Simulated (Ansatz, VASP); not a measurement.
## BeTe: VASP beside Ansatz

```
CELL_PARAMETERS angstrom
0.00000 2.83146 2.83146
2.83146 0.00000 2.83146
2.83146 2.83146 0.00000
ATOMIC_POSITIONS crystal
Be 0.00000 0.00000 0.00000
Te 0.75000 0.75000 0.75000
```

Alike in both runs: task single point; functional PBE; k mesh 4 × 4 × 4; occupations gaussian, width 0.1 eV; collinear spin.

```csv
,VASP,Ansatz
version,VASP 6.6.1,Ansatz 0.2.0
potentials or method,"VASP PAW PBE potentials, release 64 (Be, Te), cutoff 600 eV","scalar-relativistic, plane waves, PAW"
valence electrons in the cell,8,18
```

Ansatz gave:

| Property | Result |
| --- | --- |
| gap on the k mesh at the Fermi level (eV) | 2.02 |
| least direct gap on the mesh (eV) | 3.63 |
| pressure (GPa) | 0.5 |
| net moment per atom (μB) | 0.00 |

Q: What did VASP give for the same quantities?

A: gap on the k mesh at the Fermi level (eV): 2.00; least direct gap on the mesh (eV): 3.61; pressure (GPa): 0.6; net moment per atom (μB): 0.00.

The functional is the same, so the differences come from potentials, cutoffs and numerics. VASP's potentials hold 8 valence electrons a cell and Ansatz's 18, so a difference there can come from the potentials and not from the codes. Ansatz's warnings: seeded moment not kept.

The k mesh is coarse, so the values compare programs but aren't converged. Neither program's run includes spin-orbit coupling.
